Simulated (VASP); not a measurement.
Write the native input for VASP 6.6.1 that does the following.

| Quantity | Value |
| --- | --- |
| Task | single point |
| Functional | PBE |
| Potentials or basis | VASP PAW PBE potentials, release 64 (Sb) |
| Cutoff | 520 eV |
| k mesh | 12 × 12 × 12 |
| Occupations | gaussian, width 0.1 eV |
| Spin | no spin polarisation |
| Dipole correction | no |
| Further INCAR settings | ALGO = Normal; EDIFF = 1e-07; NBANDS = 12 |

The structure of Sb lies in POSCAR:

```
Sb
1.0
    2.1629966009      1.2488066698      3.6956326096
   -2.1629966009      1.2488066698      3.6956326096
    0.0000000000     -2.4976133396      3.6956326096
Sb
2
Direct
    0.2359653468      0.2359653468      0.2359653468
    0.7640346532      0.7640346532      0.7640346532
```

These files were run (other wordings do the same):

INCAR

```
PREC = Accurate ; ENCUT = 520
EDIFF = 1E-7 ; ISMEAR = 0
SIGMA = 0.1 ; LREAL = F
LASPH = T ; NELM = 80
ALGO = Normal ; ISIF = 2
LWAVE = F ; LCHARG = T
GGA = PE ; LELF = T
LVHAR = T ; NBANDS = 12
```

KPOINTS

```
Automatic mesh
0
Gamma
  12 12 12
```

Potentials or basis: VASP PAW PBE potentials, release 64 (Sb).

Run with:

```sh
$ cat potpaw_PBE.64/Sb/POTCAR > POTCAR
$ mpirun -np 1 vasp_std > vasp.out
```

Results of the run:

* Pressure: 2.4 GPa
* Largest force: 0.031 eV/Å
* Band gap on the k mesh: zero (bands 5 and 6 overlap by 0.24 eV)

Caveat: spin-orbit coupling is left out, which moves the levels of the heavy elements.

It took 2.7 min on 1 thread of Intel Xeon 8259CL (shared host), peak memory 0.28 GiB.
